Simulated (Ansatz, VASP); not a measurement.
## One calculation of BaZrO3, two programs

```
Ba Zr O
1.0
     4.20534    0.00000    0.00000
     0.00000    4.20534    0.00000
     0.00000    0.00000    4.20538
Ba Zr O
1 1 3
Direct
  0.50000 0.50000 0.57203
  0.00000 0.00000 0.07199
  0.00000 0.50000 0.07199
  0.50000 0.00000 0.07199
  0.00000 0.00000 0.57199
```

Alike in both runs: task single point; functional PBE; k mesh 6 × 6 × 6; occupations fermi-dirac, width 0.02 eV; no spin polarisation.

|  | VASP | Ansatz |
| --- | --- | --- |
| version | VASP 6.6.1 | Ansatz 0.2.0 |
| potentials or method | VASP PAW PBE potentials, release 64 (Ba_sv, Zr_sv, O) | plane waves, PAW |
| plane-wave cutoff (eV) | 520 | 420 |
| valence electrons in the cell | 40 | 40 |

Ansatz gave:

```
gap on the k mesh at the Fermi level (eV) : 3.22
pressure (GPa)                            : 2.4
```

Which values does VASP return?

gap on the k mesh at the Fermi level (eV): 3.17; pressure (GPa): 3.4.

Spin-orbit coupling is off throughout.
